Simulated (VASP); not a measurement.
Write the native input for VASP 6.6.1 that does the following.

```yaml
Task: single point
Functional: PBE
Potentials_or_basis: VASP PAW PBE potentials, release 64 (Ga_d, N)
Cutoff: 520 eV
k_mesh: 10 × 10 × 10
Occupations: gaussian, width 0.05 eV
Spin: no spin polarisation
Dipole_correction: no
Further_INCAR_settings: ALGO = Normal; EDIFF = 1e-07; NBANDS = 16
```

The structure of GaN lies in POSCAR:

```
GaN
1.0
    0.0000000000      2.2401249154      2.3424656476
    2.2401249154      0.0000000000      2.3424656476
    2.2401249154      2.2401249154      0.0000000000
Ga N
1 1
Direct
    0.0000000000      0.0000000000      0.0000000000
    0.7500000000      0.7500000000      0.7500000000
```

This cell differs from its parent crystal: strain -0.015 along x and y, +0.030 along z.

These files were run (other wordings do the same):

INCAR

```
PREC = Accurate ; ENCUT = 520
EDIFF = 1E-7 ; ISMEAR = 0
SIGMA = 0.05 ; LREAL = False
LASPH = True ; NELM = 80
ALGO = Normal ; ISIF = 2
LWAVE = False ; LCHARG = False
GGA = PE ; NBANDS = 16
```

KPOINTS

```
Automatic mesh
0
Gamma
  10 10 10
```

Potentials or basis: VASP PAW PBE potentials, release 64 (Ga_d, N).

The run is started by

```console
$ cat potpaw_PBE.64/Ga_d/POTCAR potpaw_PBE.64/N/POTCAR > POTCAR
$ mpirun -np 1 vasp_std > vasp.out
```

Results of the run:

```json
{"Pressure": "0.1 GPa", "Band gap on the k mesh": "1.47 eV, direct"}
```

Caveat: the cell differs from its parent crystal (strain -0.015 along x and y, +0.030 along z).

Wall time 37 s on 1 thread of Intel Xeon 8259CL, with other jobs on the host, peak memory 0.16 GiB.
